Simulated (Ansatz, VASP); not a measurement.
## ZnO: VASP beside Ansatz

File POSCAR:

```
ZnO
1.0
    3.2353408696      0.0000000000      0.0000000000
   -1.6176704348      2.8018873830      0.0000000000
    0.0000000000      0.0000000000      5.2109518159
Zn O
2 2
Direct
    0.3333333333      0.6666666667     -0.0023477545
    0.6666666667      0.3333333333      0.4976522455
    0.3333333333      0.6666666667      0.3773477545
    0.6666666667      0.3333333333      0.8773477545
```

INCAR.step1

```
SYSTEM = ZnO
PREC = Accurate
ENCUT = 520
ISMEAR = 0
SIGMA = 0.01
LREAL = .False.
LASPH = .True.
NELM = 80
NBANDS = 26
GGA = PE
ALGO = Normal
EDIFF = 1E-4
LWAVE = .True.
LCHARG = .False.
```

File INCAR.step2:

```
SYSTEM = ZnO
PREC = Accurate
ENCUT = 520
EDIFF = 1E-6
ISMEAR = 0
SIGMA = 0.01
LREAL = .False.
LASPH = .True.
NELM = 80
ALGO = Normal
ISIF = 2
LWAVE = .False.
LCHARG = .True.
METAGGA = R2SCAN
LMIXTAU = .True.
LELF = .True.
LVHAR = .True.
NBANDS = 26
ISTART = 1
```

KPOINTS

```
Automatic mesh
0
Gamma
  12 12 6
  0 0 0
```

Input for Ansatz:

```yaml
crystal:
  lattice:
    - [3.2353408696, 0.0, 0.0]
    - [-1.6176704348, 2.801887383, 0.0]
    - [0.0, 0.0, 5.2109518159]
  atoms:
    - { symbol: Zn, position: [0.3333333333, 0.6666666667, -0.0023477545] }
    - { symbol: Zn, position: [0.6666666667, 0.3333333333, 0.4976522455] }
    - { symbol: O, position: [0.3333333333, 0.6666666667, 0.3773477545] }
    - { symbol: O, position: [0.6666666667, 0.3333333333, 0.8773477545] }
kpoints:
  mp_grid: { grid: [12, 12, 6] }
  band_path:
    path:
      - [0.0, 0.0, 0.0]
      - [0.5, 0.0, 0.0]
      - [0.3333333333, 0.3333333333, 0.0]
      - [0.0, 0.0, 0.5]
      - [0.5, 0.0, 0.5]
      - [0.3333333333, 0.3333333333, 0.5]
    npoints: 1
hamiltonian:
  xc: r2scan
scf:
  occupations: { method: fixed }
  n_extra_bands: 5
output:
  forces: true
  stress: true
  eigenvalues: true
```

Alike in both runs: task single point; functional r2SCAN; k mesh 12 × 12 × 6; no spin polarisation.

```csv
,VASP,Ansatz
version,VASP 6.6.1,Ansatz 0.2.0
potentials or method,"VASP PAW PBE potentials, release 64 (Zn, O)","plane waves, PAW"
plane-wave cutoff (eV),520,500
occupations,"gaussian, width 0.01 eV",fixed
valence electrons in the cell,36,36
```

Ansatz gave:

| Item | Value |
| --- | --- |
| gap on the k mesh at the Fermi level (eV) | 1.24 |
| pressure (GPa) | 0.0 |
| traceless stress, the component that is largest in VASP (GPa) | 0.00 |

Problem. Which values does VASP return?

Solution. gap on the k mesh at the Fermi level (eV): 1.23; pressure (GPa): 1.0; traceless stress, the component that is largest in VASP (GPa): 0.06.

VASP's potentials were made for PBE, not for r2SCAN.
